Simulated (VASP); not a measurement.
Input of a VASP 6.6.1 run:

INCAR

```
ALGO = Fast
EDIFF = 1E-6
EDIFFG = -0.04
ENCUT = 600
GGA = PE
IBRION = 2
ISIF = 3
ISMEAR = 0
LASPH = True
LCHARG = False
LREAL = False
LWAVE = False
NELM = 80
NSW = 90
PREC = Accurate
SIGMA = 0.1
```

The input KPOINTS:

```
k-points
0
Gamma
  4 4 4
```

File POSCAR:

```
Sr
1.0
    3.3360810600     -2.4747994100      0.0000000000
    3.3360810600      2.4747994100      0.0000000000
    0.0000000000      0.0000000000      6.7115061900
Sr
2
Direct
    0.7021274900      0.2978725100      0.7500000000
    0.2978725100      0.7021274900      0.2500000000
```

Potentials or basis: VASP PAW PBE potentials, release 64 (Sr_sv).

Launch:

```sh
$ cat potpaw_PBE.64/Sr_sv/POTCAR > POTCAR
$ mpirun -np 1 vasp_std > vasp.out
```

Estimate the relaxed cell.

a = 4.206 Å, b = 4.206 Å, c = 6.220 Å, α = 90.00°, β = 90.00°, γ = 89.87°.

What does it give for the band gap on the k mesh?

Zero (band 10 reaches 1.66 eV, above the bottom of band 11 at 1.59 eV).

What does it give for the relaxed volume?

55.03 Å³/atom.

Final structure:
```cif
data_structure
_symmetry_space_group_name_H-M 'P 1'
_symmetry_Int_Tables_number 1
_cell_length_a 4.2065
_cell_length_b 4.2065
_cell_length_c 6.2201
_cell_angle_alpha 90.000
_cell_angle_beta 90.000
_cell_angle_gamma 89.872
_cell_volume 110.06
loop_
_atom_site_label
_atom_site_type_symbol
_atom_site_fract_x
_atom_site_fract_y
_atom_site_fract_z
_atom_site_occupancy
Sr1 Sr 0.74950 0.25050 0.75000 1
Sr2 Sr 0.25050 0.74950 0.25000 1
```

Caveat: the k points lie up to 0.37 Å⁻¹ apart in the final cell.
